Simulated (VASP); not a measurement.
# BaAs7 (Pm-3m) in VASP: single point with PBE

Aim: the single point of BaAs7 with PBE.

All numbers are computed with VASP 6.6.1; they aren't measurements. Logs are shortened: lines on timing, memory, paths and dates and some standing lists are left out, and cuts for length are marked.

## 1. The cell of the first run

It takes space group Pm-3m (No. 221, cubic). The conventional cell has a = 8.563 Å, b = 8.563 Å, c = 8.563 Å, α = 90.00°, β = 90.00°, γ = 90.00°. Ba (site symmetry m-3m) has 6 As at 3.21 Å within 4.2 Å. Within 2.8 Å of As (site symmetry 4mm) lie 1 As at 2.14 Å.

The cell was built from a structure type or drawn by symmetry, and may not be a known phase.

## 2. Single point, PBE

The input, INCAR:

```
PREC = Accurate
ENCUT = 520
EDIFF = 1E-7
ISMEAR = 0
SIGMA = 0.1
LREAL = False
LASPH = True
NELM = 100
ALGO = Normal
ISIF = 2
LWAVE = False
LCHARG = True
GGA = PE
LELF = True
LVHAR = True
NBANDS = 32
```

The input, KPOINTS:

```
regular mesh
0
Gamma
  6 6 6
```

The input, POSCAR:

```
BaAs7
1.0
    8.5627176526      0.0000000000      0.0000000000
    0.0000000000      8.5627176526      0.0000000000
    0.0000000000      0.0000000000      8.5627176526
Ba As
1 7
Direct
    0.5000000000      0.5000000000      0.5000000000
    0.1246742868      0.5000000000      0.5000000000
    0.8753257132      0.5000000000      0.5000000000
    0.5000000000      0.1246742868      0.5000000000
    0.5000000000      0.8753257132      0.5000000000
    0.5000000000      0.5000000000      0.1246742868
    0.5000000000      0.5000000000      0.8753257132
    0.0000000000      0.0000000000      0.0000000000
```

Potentials or basis: VASP PAW PBE potentials, release 64 (Ba_sv, As).

Run with:

```console
$ cat potpaw_PBE.64/Ba_sv/POTCAR potpaw_PBE.64/As/POTCAR > POTCAR
$ mpirun -np 1 vasp_std > vasp.out
```

OUTCAR:

```text
PREC = Accurate
   ENCUT = 520
   EDIFF = 1E-7
   ISMEAR = 0
   LREAL = False
   LASPH = True
   NELM = 100
   ISIF = 2
   GGA = PE

 ion  position               nearest neighbor table
   1  0.500  0.500  0.500-   2 3.21   3 3.21   4 3.21   5 3.21   6 3.21   7 3.21
   2  0.125  0.500  0.500-   3 2.14   1 3.21
   3  0.875  0.500  0.500-   2 2.14   1 3.21
   4  0.500  0.125  0.500-   5 2.14   1 3.21
   5  0.500  0.875  0.500-   4 2.14   1 3.21
   6  0.500  0.500  0.125-   7 2.14   1 3.21
   7  0.500  0.500  0.875-   6 2.14   1 3.21
   8  0.000  0.000  0.000-

  LATTYP: Found a simple cubic cell.
 ALAT       =     8.5627176526

  Lattice vectors:

 A1 = (   8.5627176526,   0.0000000000,   0.0000000000)
 A2 = (   0.0000000000,   8.5627176526,   0.0000000000)
 A3 = (   0.0000000000,   0.0000000000,   8.5627176526)

Analysis of symmetry for initial positions (statically):
=====================================================================
 Subroutine PRICEL returns:
 Original cell was already a primitive cell.

 Routine SETGRP: Setting up the symmetry group for a
 simple cubic supercell.

 Subroutine GETGRP returns: Found 48 space group operations
 (whereof 48 operations were pure point group operations)
 out of a pool of 48 trial point group operations.

The static configuration has the point symmetry O_h .

Analysis of symmetry for dynamics (positions and initial velocities):
=====================================================================
 Subroutine PRICEL returns:
 Original cell was already a primitive cell.

 Routine SETGRP: Setting up the symmetry group for a
 simple cubic supercell.

 Subroutine GETGRP returns: Found 48 space group operations
 (whereof 48 operations were pure point group operations)
 out of a pool of 48 trial point group operations.

The dynamic configuration has the point symmetry O_h .

 Subroutine INISYM returns: Found 48 space group operations
 (whereof 48 operations are pure point group operations),
 and found     1 'primitive' translations

----------------------------------------------------------------------------------------

                                     Primitive cell

  volume of cell :     627.8196

  direct lattice vectors                    reciprocal lattice vectors
     8.562717653  0.000000000  0.000000000     0.116785353  0.000000000  0.000000000
     0.000000000  8.562717653  0.000000000     0.000000000  0.116785353  0.000000000
     0.000000000  0.000000000  8.562717653     0.000000000  0.000000000  0.116785353

  length of vectors
     8.562717653  8.562717653  8.562717653     0.116785353  0.116785353  0.116785353

  position of ions in fractional coordinates (direct lattice)
     0.500000000  0.500000000  0.500000000
     0.124674287  0.500000000  0.500000000
     0.875325713  0.500000000  0.500000000
     0.500000000  0.124674287  0.500000000
     0.500000000  0.875325713  0.500000000
     0.500000000  0.500000000  0.124674287
     0.500000000  0.500000000  0.875325713
     0.000000000  0.000000000  0.000000000

  ion indices of the primitive-cell ions
   primitive index   ion index
                 1           1
                 2           2
                 3           3
                 4           4
                 5           5
                 6           6
                 7           7
                 8           8

----------------------------------------------------------------------------------------

 KPOINTS: regular mesh

Automatic generation of k-mesh.
 Grid dimensions read from file:
 generate k-points for:    6    6    6

 Generating k-lattice:

  Cartesian coordinates                     Fractional coordinates (reciprocal lattice)
     0.019464225  0.000000000  0.000000000     0.166666667  0.000000000  0.000000000
     0.000000000  0.019464225  0.000000000     0.000000000  0.166666667  0.000000000
     0.000000000  0.000000000  0.019464225     0.000000000  0.000000000  0.166666667

  Length of vectors
     0.019464225  0.019464225  0.019464225

  Shift w.r.t. Gamma in fractional coordinates (k-lattice)
     0.000000000  0.000000000  0.000000000

 Subroutine IBZKPT returns following result:
 ===========================================

 Found     20 irreducible k-points:

 Following reciprocal coordinates:
            Coordinates               Weight
  0.000000  0.000000  0.000000      1.000000
  0.166667  0.000000  0.000000      6.000000
  0.333333  0.000000  0.000000      6.000000
  0.500000  0.000000  0.000000      3.000000
  0.166667  0.166667  0.000000     12.000000
  0.333333  0.166667  0.000000     24.000000
[... 12 lines left out ...]
  0.500000  0.500000  0.333333      6.000000
  0.500000  0.500000  0.500000      1.000000
   k-points           NKPTS =     20   k-points in BZ     NKDIM =     20   number of bands    NBANDS=     32
   number of dos      NEDOS =    301   number of ions     NIONS =      8
   total plane-waves  NPLWV = 262144
   dimension x,y,z NGX =    64 NGY =   64 NGZ =   64
   dimension x,y,z NGXF=   128 NGYF=  128 NGZF=  128
   ions per type =               1   7
   NGX,Y,Z   is equivalent  to a cutoff of  12.43, 12.43, 12.43 a.u.
   NGXF,Y,Z  is equivalent  to a cutoff of  24.85, 24.85, 24.85 a.u.
 SYSTEM =  unknown system
   PREC   = accura    normal or accurate (medium, high low for compatibility)
   ISTART =      0    job   : 0-new  1-cont  2-samecut
   ICHARG =      2    charge: 1-file 2-atom 10-const
   ISPIN  =      1    spin polarized calculation?
   LNONCOLLINEAR =      F non collinear calculations
   LSORBIT =      F    spin-orbit coupling
   LASPH  =      T    aspherical Exc in radial PAW
   ENCUT  =  520.0 eV  38.22 Ry    6.18 a.u.  15.92 15.92 15.92*2*pi/ulx,y,z
   NELM   =    100;   NELMIN=  2; NELMDL= -5     # of ELM steps
   EDIFF  = 0.1E-06   stopping-criterion for ELM
   LREAL  =      F    real-space projection
   EDIFFG = 0.1E-05   stopping-criterion for IOM
   NSW    =      0    number of steps for IOM
   IBRION =     -1    ionic relax: 0-MD 1-quasi-New 2-CG
   NFREE  =      0    steps in history (QN), initial steepest desc. (CG)
   ISIF   =      2    stress and relaxation
   ISYM   =      2    0-nonsym 1-usesym 2-fastsym
   POTIM  = 0.5000    time-step for ionic-motion
   TEBEG  =    0.0;   TEEND  =   0.0 temperature during run
   PSTRESS=    0.0 pullay stress
   NELECT =      45.0000    total number of electrons
   NUPDOWN=      -1.0000    fix difference up-down
   EMIN   =  10.00;   EMAX   =-10.00  energy-range for DOS
   EFERMI =   0.00;   METHOD = LEGACY
   ISMEAR =     0;   SIGMA  =   0.10  broadening in eV -4-tet -1-fermi 0-gaus
   EFERMI_NEDOS =   21; number of points for ismear=-14 and -15
   IALGO  =     38    algorithm
   IMIX   =      4    mixing-type and parameters
     AMIX     =   0.40;   BMIX     =  1.00
     AMIX_MAG =   1.60;   BMIX_MAG =  1.00
  volume/ion in A,a.u.               =      78.48       529.59
  Fermi-wavevector in a.u.,A,eV,Ry     =   0.680039  1.285088  6.292062  0.462454
  Thomas-Fermi vector in A             =   1.758413
   LORBIT       =      0    0 simple, 1 ext, 2 COOP (PROOUT), +10 PAW based schemes
   GGA     = PE    functional components
   LHFCALC =     F    Hartree Fock is set to
   AEXX    =    0.0000 exact exchange contribution
   IVDW    =     0    specifies the selected vdW correction
   LEPSILON=     F    determine dielectric tensor
   LRPA    =     F    only Hartree local field effects (RPA)
 non-spin polarized calculation
 Gauss-broadening in eV      SIGMA  =   0.10
  energy-cutoff  :      520.00
  volume of cell :      627.82
 maximum number of plane-waves:     16962
 NGX is ok and might be reduce to    64
   NGX = 31   NGY = 31   NGZ = 31

 number of electron      45.0000007 magnetization

 Free energy of the ion-electron system (eV)
  ---------------------------------------------------
  ext. energy  EPLUGINS =         0.00000000
  ---------------------------------------------------
  free energy    TOTEN  =       -27.11220010 eV

  energy without entropy =      -26.91523916  energy(sigma->0) =      -27.01371963

 E-fermi :  -1.8172     XC(G=0):  -4.8521

 val. band max:       -1.8173677809   @ k =   0.5000   0.3333   0.1667
 cond. band min:      -1.8170786742   @ k =   0.3333   0.3333   0.1667
 fundamental gap:      0.0002891067
 Fermi energy:        -1.8172137152

 k-point     1 :       0.0000    0.0000    0.0000
  band No.  band energies     occupation
      1     -30.1813      2.00000
      2     -15.5488      2.00000
      3     -15.5488      2.00000
      4     -15.5488      2.00000
      5     -14.3992      2.00000
      6     -14.3549      2.00000
[... 24 lines left out ...]
     31       2.3933      0.00000
     32       2.3951      0.00000

 k-point     2 :       0.1667    0.0000    0.0000
  band No.  band energies     occupation
      1     -30.1813      2.00000
      2     -15.5680      2.00000
      3     -15.5487      2.00000
      4     -15.5487      2.00000
      5     -14.3899      2.00000
      6     -14.3549      2.00000
[... 24 lines left out ...]
     31       1.7442      0.00000
     32       2.1732      0.00000
[... 593 lines left out ...]
     31       0.3923      0.00000
     32       0.8218      0.00000

 k-point    20 :       0.5000    0.5000    0.5000
  band No.  band energies     occupation
      1     -30.1813      2.00000
      2     -15.6202      2.00000
      3     -15.6202      2.00000
      4     -15.6202      2.00000
      5     -14.2044      2.00000
      6     -14.2044      2.00000
[... 24 lines left out ...]
     31       0.3926      0.00000
     32       0.3926      0.00000

------------------------ aborting loop because EDIFF is reached ----------------------------------------

  FORCE on cell =-STRESS in cart. coord.  units (eV):
  Direction    XX          YY          ZZ          XY          YZ          ZX
  --------------------------------------------------------------------------------------
  -------------------------------------------------------------------------------------
  Total        0.4909264      0.4909264      0.4909264     -0.0000000      0.0000000     -0.0000000
  in kB        1.2528300      1.2528300      1.2528300     -0.0000000      0.0000000     -0.0000000
  external PRESSURE =       1.2528300 kB  Pullay stress =       0.0000000 kB

 VOLUME and BASIS-vectors are now :
 -----------------------------------------------------------------------------
  energy-cutoff  :      520.00
  volume of cell :      627.82
      direct lattice vectors                 reciprocal lattice vectors
     8.562717653  0.000000000  0.000000000     0.116785353  0.000000000  0.000000000
     0.000000000  8.562717653  0.000000000     0.000000000  0.116785353  0.000000000
     0.000000000  0.000000000  8.562717653     0.000000000  0.000000000  0.116785353

 POSITION                                       TOTAL-FORCE (eV/Angst)
 -----------------------------------------------------------------------------------
      4.28136      4.28136      4.28136        -0.000000      0.000000      0.000000
      1.06755      4.28136      4.28136         0.082369      0.000000      0.000000
      7.49517      4.28136      4.28136        -0.082369     -0.000000     -0.000000
      4.28136      1.06755      4.28136        -0.000000      0.082369      0.000000
      4.28136      7.49517      4.28136        -0.000000     -0.082369     -0.000000
      4.28136      4.28136      1.06755        -0.000000     -0.000000      0.082369
      4.28136      4.28136      7.49517        -0.000000      0.000000     -0.082369
      0.00000      0.00000      0.00000        -0.000000      0.000000      0.000000
 -----------------------------------------------------------------------------------
    total drift:                                0.000000      0.000000      0.000000

  FREE ENERGIE OF THE ION-ELECTRON SYSTEM (eV)
  ---------------------------------------------------
  free  energy   TOTEN  =       -27.1122000979 eV

  energy  without entropy=      -26.9152391623  energy(sigma->0) =      -27.01371963
```

It took 4.6 min on 1 thread of Intel Xeon 6975P-C (Granite Rapids), shared host; peak memory 0.78 GiB.

What came out:

```
Free energy            : -27.1122 eV
Pressure               : 0.1 GPa
Largest force          : 0.082 eV/Å
Band gap on the k mesh : zero (an odd number of electrons rules out a gap without spin polarisation)
```

Forces in eV/Å, atoms in the order of the input:
```
Ba   0.000  0.000  0.000
As   0.082  0.000  0.000
As  -0.082  0.000  0.000
As   0.000  0.082  0.000
As   0.000 -0.082  0.000
As   0.000  0.000  0.082
As   0.000  0.000 -0.082
As   0.000  0.000  0.000
```

Caveat: spin-orbit coupling is left out, which moves the levels of the heavy elements.
